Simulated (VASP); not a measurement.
# La (Im-3m) in VASP: density of states with PBE

Aim: the density of states of La with PBE.

All numbers are computed with VASP 6.6.1; they aren't measurements. Logs are shortened: lines on timing, memory, paths and dates and some standing lists are left out, and cuts for length are marked.

### Step 1. The cell of the first run

It takes space group Im-3m (No. 229, cubic). Conventional cell: a = 4.190 Å, b = 4.190 Å, c = 4.190 Å, α = 90.00°, β = 90.00°, γ = 90.00°. La (site symmetry m-3m) has 14 La at 3.63 to 4.19 Å within 4.8 Å.

### Step 2. Density of states, PBE

The input, POSCAR:

```
La
1.0
   -2.0952130000      2.0952130000      2.0952130000
    2.0952130000     -2.0952130000      2.0952130000
    2.0952130000      2.0952130000     -2.0952130000
La
1
Direct
    0.0000000000      0.0000000000      0.0000000000
```

The input, INCAR.step1:

```
  PREC = Accurate
  ENCUT = 520
  EDIFF = 1E-6
  ISMEAR = -1
  SIGMA = 0.1
  LREAL = False
  LASPH = True
  NELM = 80
  ALGO = Normal
  ISIF = 2
  LWAVE = False
  LCHARG = True
  LMAXMIX = 6
  GGA = PE
  NBANDS = 12
```

The input, KPOINTS.step1:

```
regular mesh
0
Gamma
  11 11 11
```

The input, INCAR.step2:

```
  PREC = Accurate
  ENCUT = 520
  EDIFF = 1E-6
  ISMEAR = -5
  SIGMA = 0.1
  LREAL = False
  LASPH = True
  NELM = 80
  ALGO = Normal
  ISIF = 2
  LWAVE = False
  LCHARG = False
  LMAXMIX = 6
  GGA = PE
  LORBIT = 11
  NBANDS = 12
  NEDOS = 1001
  ICHARG = 11
```

The input, KPOINTS.step2:

```
regular mesh
0
Gamma
  17 17 17
```

Potentials or basis: VASP PAW PBE potentials, release 64 (La).

Command:

```console
> cat potpaw_PBE.64/La/POTCAR > POTCAR
> cp INCAR.step1 INCAR
> cp KPOINTS.step1 KPOINTS
> mpirun -np 1 vasp_std > vasp.out
> cp INCAR.step2 INCAR
> cp KPOINTS.step2 KPOINTS
> mpirun -np 1 vasp_std > vasp.out
```

OUTCAR:

```text
PREC = Accurate
   ENCUT = 520
   EDIFF = 1E-6
   ISMEAR = -5
   LREAL = False
   LASPH = True
   NELM = 80
   ISIF = 2
   GGA = PE
   LORBIT = 11
   ICHARG = 11

 ion  position               nearest neighbor table
   1  0.000  0.000  0.000-

  LATTYP: Found a body centered cubic cell.
 ALAT       =     4.1904260000

  Lattice vectors:

 A1 = (  -2.0952130000,   2.0952130000,   2.0952130000)
 A2 = (   2.0952130000,  -2.0952130000,   2.0952130000)
 A3 = (   2.0952130000,   2.0952130000,  -2.0952130000)

Analysis of symmetry for initial positions (statically):
=====================================================================
 Subroutine PRICEL returns:
 Original cell was already a primitive cell.

 Routine SETGRP: Setting up the symmetry group for a
 body centered cubic supercell.

 Subroutine GETGRP returns: Found 48 space group operations
 (whereof 48 operations were pure point group operations)
 out of a pool of 48 trial point group operations.

The static configuration has the point symmetry O_h .

Analysis of symmetry for dynamics (positions and initial velocities):
=====================================================================
 Subroutine PRICEL returns:
 Original cell was already a primitive cell.

 Routine SETGRP: Setting up the symmetry group for a
 body centered cubic supercell.

 Subroutine GETGRP returns: Found 48 space group operations
 (whereof 48 operations were pure point group operations)
 out of a pool of 48 trial point group operations.

The dynamic configuration has the point symmetry O_h .

 Subroutine INISYM returns: Found 48 space group operations
 (whereof 48 operations are pure point group operations),
 and found     1 'primitive' translations

----------------------------------------------------------------------------------------

                                     Primitive cell

  volume of cell :      36.7912

  direct lattice vectors                    reciprocal lattice vectors
    -2.095213000  2.095213000  2.095213000     0.000000000  0.238639222  0.238639222
     2.095213000 -2.095213000  2.095213000     0.238639222  0.000000000  0.238639222
     2.095213000  2.095213000 -2.095213000     0.238639222  0.238639222  0.000000000

  length of vectors
     3.629015369  3.629015369  3.629015369     0.337486824  0.337486824  0.337486824

  position of ions in fractional coordinates (direct lattice)
     0.000000000  0.000000000  0.000000000

  ion indices of the primitive-cell ions
   primitive index   ion index
                 1           1

[... 79 lines left out ...]
   ISIF   =      2    stress and relaxation
   ISYM   =      2    0-nonsym 1-usesym 2-fastsym
   POTIM  = 0.5000    time-step for ionic-motion
   TEBEG  =    0.0;   TEEND  =   0.0 temperature during run
   PSTRESS=    0.0 pullay stress
   NELECT =      11.0000    total number of electrons
   NUPDOWN=      -1.0000    fix difference up-down
   EMIN   =  10.00;   EMAX   =-10.00  energy-range for DOS
   EFERMI =   0.00;   METHOD = LEGACY
   ISMEAR =    -5;   SIGMA  =   0.10  broadening in eV -4-tet -1-fermi 0-gaus
   EFERMI_NEDOS =   21; number of points for ismear=-14 and -15
   IALGO  =     38    algorithm
   IMIX   =      4    mixing-type and parameters
     AMIX     =   0.40;   BMIX     =  1.00
     AMIX_MAG =   1.60;   BMIX_MAG =  1.00
  volume/ion in A,a.u.               =      36.79       248.28
  Fermi-wavevector in a.u.,A,eV,Ry     =   1.094689  2.068663 16.304470  1.198345
  Thomas-Fermi vector in A             =   2.230999
   LORBIT       =     11    0 simple, 1 ext, 2 COOP (PROOUT), +10 PAW based schemes
   GGA     = PE    functional components
   LHFCALC =     F    Hartree Fock is set to
   AEXX    =    0.0000 exact exchange contribution
   IVDW    =     0    specifies the selected vdW correction
   LEPSILON=     F    determine dielectric tensor
   LRPA    =     F    only Hartree local field effects (RPA)
 non-spin polarized calculation
 Fermi weights with tetrahedron method with Bloechl corrections
  energy-cutoff  :      520.00
  volume of cell :       36.79
 maximum number of plane-waves:      1008

 number of electron      11.0000002 magnetization

 Free energy of the ion-electron system (eV)
  ---------------------------------------------------
  ext. energy  EPLUGINS =         0.00000000
  ---------------------------------------------------
  free energy    TOTEN  =        -4.75197197 eV

  energy without entropy =       -4.75197197  energy(sigma->0) =       -4.75197197

 E-fermi :   7.9476     XC(G=0):  -9.5989

 val. band max:        7.9980618763   @ k =  -0.4118  -0.4118   0.1176
 cond. band min:       7.9415575591   @ k =   0.2941   0.1765   0.1765
 fundamental gap:     -0.0565043172
 Fermi energy:         7.9475530075

 k-point     1 :       0.0000    0.0000    0.0000
  band No.  band energies     occupation
      1     -24.9169      2.00000
      2      -7.8848      2.00000
      3      -7.8848      2.00000
      4      -7.8848      2.00000
      5       4.7823      2.00000
      6       9.4493      0.00000
      7       9.4493      0.00000
      8       9.4493      0.00000
      9       9.4908      0.00000
     10       9.4908      0.00000
     11       9.4909      0.00000
     12      10.2478      0.00000
[... 331 lines left out ...]
 k-point    24 :       0.1765    0.1765    0.0000
  band No.  band energies     occupation
      1     -24.7715      2.00000
      2      -8.8073      2.00000
      3      -8.1934      2.00000
      4      -7.9846      2.00000
      5       6.7157      2.00000
      6       8.0477     -0.04328
      7       8.4169      0.00000
      8       9.5060      0.00000
      9       9.8352      0.00000
     10       9.9204      0.00000
     11       9.9993      0.00000
     12      10.2078      0.00000

 [... further k-points ...]
[... 5 lines left out ...]
  --------------------------------------------------------------------------------------
  -------------------------------------------------------------------------------------
  Total        0.0308081      0.0308081      0.0308081      0.0000000     -0.0000000      0.0000000
  in kB        1.3416260      1.3416260      1.3416260      0.0000000     -0.0000000      0.0000000
  external PRESSURE =       1.3416260 kB  Pullay stress =       0.0000000 kB

 VOLUME and BASIS-vectors are now :
 -----------------------------------------------------------------------------
  energy-cutoff  :      520.00
  volume of cell :       36.79
      direct lattice vectors                 reciprocal lattice vectors
    -2.095213000  2.095213000  2.095213000     0.000000000  0.238639222  0.238639222
     2.095213000 -2.095213000  2.095213000     0.238639222  0.000000000  0.238639222
     2.095213000  2.095213000 -2.095213000     0.238639222  0.238639222  0.000000000

 POSITION                                       TOTAL-FORCE (eV/Angst)
 -----------------------------------------------------------------------------------
      0.00000      0.00000      0.00000         0.000000     -0.000000     -0.000000
 -----------------------------------------------------------------------------------
    total drift:                                0.000000      0.000000      0.000000

  FREE ENERGIE OF THE ION-ELECTRON SYSTEM (eV)
  ---------------------------------------------------
  free  energy   TOTEN  =        -4.7519719731 eV

  energy  without entropy=       -4.7519719731  energy(sigma->0) =       -4.75197197

 total charge

# of ion       s       p       d       f       tot
--------------------------------------------------
    1        2.066   5.555   0.904   0.077   8.602
```

OSZICAR.step1:

```text
N       E                     dE             d eps       ncg     rms          rms(c)
DAV:   1     0.965636566251E+02    0.96564E+02   -0.37490E+03  1368   0.116E+03
DAV:   2     0.167473138900E+01   -0.94889E+02   -0.90927E+02  1712   0.181E+02
DAV:   3    -0.445079503858E+01   -0.61255E+01   -0.58570E+01  1872   0.772E+01
DAV:   4    -0.479173781931E+01   -0.34094E+00   -0.33784E+00  2472   0.123E+01
DAV:   5    -0.480693305130E+01   -0.15195E-01   -0.15175E-01  2244   0.245E+00    0.216E+00
DAV:   6    -0.479574965412E+01    0.11183E-01   -0.12596E-02  2480   0.922E-01    0.129E+00
DAV:   7    -0.479501408066E+01    0.73557E-03   -0.42160E-02  1796   0.157E+00    0.205E-01
DAV:   8    -0.479575555722E+01   -0.74148E-03   -0.19723E-03  2604   0.313E-01    0.220E-01
DAV:   9    -0.479580972626E+01   -0.54169E-04   -0.16813E-04  2564   0.127E-01    0.250E-01
DAV:  10    -0.478557508035E+01    0.10235E-01   -0.41983E-02  1764   0.159E+00    0.689E-01
DAV:  11    -0.479950166911E+01   -0.13927E-01   -0.11295E-01  1860   0.322E+00    0.660E-01
DAV:  12    -0.479903522216E+01    0.46645E-03   -0.10066E-02  2404   0.893E-01    0.113E-01
DAV:  13    -0.479906572558E+01   -0.30503E-04   -0.56178E-04  2548   0.231E-01    0.212E-02
DAV:  14    -0.479907171426E+01   -0.59887E-05   -0.23822E-05  2504   0.259E-02    0.249E-02
DAV:  15    -0.479907419116E+01   -0.24769E-05   -0.77558E-06  2572   0.311E-02    0.440E-02
DAV:  16    -0.479908125288E+01   -0.70617E-05   -0.10358E-05  2520   0.364E-02    0.249E-02
DAV:  17    -0.479908178276E+01   -0.52988E-06   -0.48056E-06  2592   0.255E-02
   1 F= -.47990818E+01 E0= -.47549451E+01  d E =-.882733E-01
```

It took 56 s on 1 thread of Intel Xeon 6975P-C (Granite Rapids), shared host; peak memory 0.22 GiB.

Results:

- Valence electrons inside the program's atomic spheres: La 8.60

Caveat: spin-orbit coupling is left out, which moves the levels of the heavy elements; tetrahedron occupations give inexact forces and stress in metals.
